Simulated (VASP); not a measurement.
# CdTe (Pm-3m) in VASP: single point with PBE

Aim: the single point of CdTe with PBE.

Program: VASP 6.6.1. These are calculated values, not measurements. Logs are shortened: lines on timing, memory, paths and dates and some standing lists are left out, and cuts for length are marked.

## (1) The cell of the first run

It takes space group Pm-3m (No. 221, cubic). The conventional cell has a = 3.787 Å, b = 3.787 Å, c = 3.787 Å, α = 90.00°, β = 90.00°, γ = 90.00°. Cd (site symmetry m-3m) has 8 Te at 3.28 Å and 6 Cd at 3.79 Å within 4.3 Å. Within 4.3 Å of Te (site symmetry m-3m) lie 8 Cd at 3.28 Å and 6 Te at 3.79 Å.

## (2) Single point, PBE

File INCAR:

```
SYSTEM = CdTe
  PREC = Accurate
  ENCUT = 500
  EDIFF = 1E-6
  ISMEAR = 0
  SIGMA = 0.2
  LREAL = .FALSE.
  LASPH = .TRUE.
  NELM = 120
  ALGO = Normal
  ISIF = 2
  LWAVE = .FALSE.
  LCHARG = .FALSE.
  GGA = PE
  NBANDS = 16
  GGA_COMPAT = .FALSE.
```

File KPOINTS:

```
Automatic mesh
0
G
  5 5 5
  0 0 0
```

File POSCAR:

```
CdTe
1.0
    3.7867453444      0.0000000000      0.0000000000
    0.0000000000      3.7867453444      0.0000000000
    0.0000000000      0.0000000000      3.7867453444
Cd Te
1 1
Direct
    0.0000000000      0.0000000000      0.0000000000
    0.5000000000      0.5000000000      0.5000000000
```

Potentials or basis: VASP PAW PBE potentials, release 64 (Cd, Te).

The run is started by

```console
$ cat potpaw_PBE.64/Cd/POTCAR potpaw_PBE.64/Te/POTCAR > POTCAR
$ mpirun -np 1 vasp_std > vasp.out
```

OUTCAR:

```text
SYSTEM = CdTe
   PREC = Accurate
   ENCUT = 500
   EDIFF = 1E-6
   ISMEAR = 0
   LREAL = .FALSE.
   LASPH = .TRUE.
   NELM = 120
   ISIF = 2
   GGA = PE

 ion  position               nearest neighbor table
   1  0.000  0.000  0.000-   2 3.28   2 3.28   2 3.28   2 3.28   2 3.28   2 3.28   2 3.28   2 3.28

   2  0.500  0.500  0.500-   1 3.28   1 3.28   1 3.28   1 3.28   1 3.28   1 3.28   1 3.28   1 3.28

  LATTYP: Found a simple cubic cell.
 ALAT       =     3.7867453444

  Lattice vectors:

 A1 = (   3.7867453444,   0.0000000000,   0.0000000000)
 A2 = (   0.0000000000,   3.7867453444,   0.0000000000)
 A3 = (   0.0000000000,   0.0000000000,   3.7867453444)

Analysis of symmetry for initial positions (statically):
=====================================================================
 Subroutine PRICEL returns:
 Original cell was already a primitive cell.

 Routine SETGRP: Setting up the symmetry group for a
 simple cubic supercell.

 Subroutine GETGRP returns: Found 48 space group operations
[... 9 lines left out ...]

 Routine SETGRP: Setting up the symmetry group for a
 simple cubic supercell.

 Subroutine GETGRP returns: Found 48 space group operations
[... 11 lines left out ...]
                                     Primitive cell

  volume of cell :      54.2998

  direct lattice vectors                    reciprocal lattice vectors
     3.786745344  0.000000000  0.000000000     0.264079020  0.000000000  0.000000000
     0.000000000  3.786745344  0.000000000     0.000000000  0.264079020  0.000000000
     0.000000000  0.000000000  3.786745344     0.000000000  0.000000000  0.264079020

  length of vectors
     3.786745344  3.786745344  3.786745344     0.264079020  0.264079020  0.264079020

  position of ions in fractional coordinates (direct lattice)
     0.000000000  0.000000000  0.000000000
     0.500000000  0.500000000  0.500000000

  ion indices of the primitive-cell ions
   primitive index   ion index
                 1           1
                 2           2

----------------------------------------------------------------------------------------

 KPOINTS: Automatic mesh

Automatic generation of k-mesh.
 Grid dimensions read from file:
 generate k-points for:    5    5    5

 Generating k-lattice:

  Cartesian coordinates                     Fractional coordinates (reciprocal lattice)
     0.052815804  0.000000000  0.000000000     0.200000000  0.000000000  0.000000000
[... 42 lines left out ...]
   ENCUT  =  500.0 eV  36.75 Ry    6.06 a.u.   6.90  6.90  6.90*2*pi/ulx,y,z
   NELM   =    120;   NELMIN=  2; NELMDL= -5     # of ELM steps
   EDIFF  = 0.1E-05   stopping-criterion for ELM
   LREAL  =      F    real-space projection
   EDIFFG = 0.1E-04   stopping-criterion for IOM
   NSW    =      0    number of steps for IOM
   IBRION =     -1    ionic relax: 0-MD 1-quasi-New 2-CG
   NFREE  =      0    steps in history (QN), initial steepest desc. (CG)
   ISIF   =      2    stress and relaxation
   ISYM   =      2    0-nonsym 1-usesym 2-fastsym
   POTIM  = 0.5000    time-step for ionic-motion
   TEBEG  =    0.0;   TEEND  =   0.0 temperature during run
   PSTRESS=    0.0 pullay stress
   NELECT =      18.0000    total number of electrons
   NUPDOWN=      -1.0000    fix difference up-down
   EMIN   =  10.00;   EMAX   =-10.00  energy-range for DOS
   EFERMI =   0.00;   METHOD = LEGACY
   ISMEAR =     0;   SIGMA  =   0.20  broadening in eV -4-tet -1-fermi 0-gaus
   EFERMI_NEDOS =   21; number of points for ismear=-14 and -15
   IALGO  =     38    algorithm
   IMIX   =      4    mixing-type and parameters
     AMIX     =   0.40;   BMIX     =  1.00
     AMIX_MAG =   1.60;   BMIX_MAG =  1.00
  volume/ion in A,a.u.               =      27.15       183.22
  Fermi-wavevector in a.u.,A,eV,Ry     =   1.133008  2.141074 17.465890  1.283707
  Thomas-Fermi vector in A             =   2.269710
   LORBIT       =      0    0 simple, 1 ext, 2 COOP (PROOUT), +10 PAW based schemes
   GGA     = PE    functional components
   LHFCALC =     F    Hartree Fock is set to
   AEXX    =    0.0000 exact exchange contribution
   IVDW    =     0    specifies the selected vdW correction
   LEPSILON=     F    determine dielectric tensor
   LRPA    =     F    only Hartree local field effects (RPA)
 non-spin polarized calculation
 Gauss-broadening in eV      SIGMA  =   0.20
  energy-cutoff  :      500.00
  volume of cell :       54.30
 maximum number of plane-waves:      1390
 NGX is ok and might be reduce to    28
   NGX = 13   NGY = 13   NGZ = 13

 number of electron      17.9999993 magnetization

 Free energy of the ion-electron system (eV)
  ---------------------------------------------------
  ext. energy  EPLUGINS =         0.00000000
  ---------------------------------------------------
  free energy    TOTEN  =        -3.84435203 eV

  energy without entropy =       -3.82254265  energy(sigma->0) =       -3.83344734

 E-fermi :   4.7489     XC(G=0): -10.0793

 val. band max:        4.6458506535   @ k =   0.4000   0.4000   0.4000
 cond. band min:       4.8304321446   @ k =   0.4000   0.0000   0.0000
 fundamental gap:      0.1845814911
 Fermi energy:         4.7489387504

 k-point     1 :       0.0000    0.0000    0.0000
  band No.  band energies     occupation
      1      -7.5213      2.00000
      2      -3.6959      2.00000
      3      -3.6959      2.00000
      4      -3.4385      2.00000
      5      -3.4385      2.00000
      6      -3.4385      2.00000
[... 167 lines left out ...]
      3      -3.7651      2.00000
      4      -3.4959      2.00000
      5      -3.3476      2.00000
      6      -3.3476      2.00000
[... 8 lines left out ...]
     15      18.1743      0.00000
     16      18.4465      0.00000

------------------------ aborting loop because EDIFF is reached ----------------------------------------

  FORCE on cell =-STRESS in cart. coord.  units (eV):
  Direction    XX          YY          ZZ          XY          YZ          ZX
  --------------------------------------------------------------------------------------
  -------------------------------------------------------------------------------------
  Total       -0.2083282     -0.2083282     -0.2083282     -0.0000000     -0.0000000      0.0000000
  in kB       -6.1469608     -6.1469608     -6.1469608     -0.0000000     -0.0000000      0.0000000
  external PRESSURE =      -6.1469608 kB  Pullay stress =       0.0000000 kB

 VOLUME and BASIS-vectors are now :
 -----------------------------------------------------------------------------
  energy-cutoff  :      500.00
  volume of cell :       54.30
      direct lattice vectors                 reciprocal lattice vectors
     3.786745344  0.000000000  0.000000000     0.264079020  0.000000000  0.000000000
     0.000000000  3.786745344  0.000000000     0.000000000  0.264079020  0.000000000
     0.000000000  0.000000000  3.786745344     0.000000000  0.000000000  0.264079020

 POSITION                                       TOTAL-FORCE (eV/Angst)
 -----------------------------------------------------------------------------------
      0.00000      0.00000      0.00000         0.000000      0.000000      0.000000
      1.89337      1.89337      1.89337         0.000000      0.000000      0.000000
 -----------------------------------------------------------------------------------
    total drift:                               -0.000000      0.000000     -0.000000

  FREE ENERGIE OF THE ION-ELECTRON SYSTEM (eV)
  ---------------------------------------------------
  free  energy   TOTEN  =        -3.8443520341 eV

  energy  without entropy=       -3.8225426520  energy(sigma->0) =       -3.83344734
```

stdout:

```text
POSCAR found type information on POSCAR CdTe
 POSCAR found :  2 types and       2 ions
 scaLAPACK will be used
 LDA part: xc-table for (Slater+PW92), standard interpolation
 POSCAR, INCAR and KPOINTS ok, starting setup
 FFT: planning ... GRIDC
 FFT: planning ... GRID_SOFT
 FFT: planning ... GRID
 WAVECAR not read
 entering main loop
```

It took 4.4 s on 1 thread of Intel Xeon 6975P-C (Granite Rapids), shared host; peak memory 0.15 GiB.

Results:

| Quantity | Value |
| --- | --- |
| Free energy | -3.8444 eV |
| Pressure | -0.6 GPa |
| Band gap on the k mesh | zero (band 9 reaches 4.97 eV, above the bottom of band 10 at 3.70 eV) |

Caveat: spin-orbit coupling is left out, which moves the levels of the heavy elements.
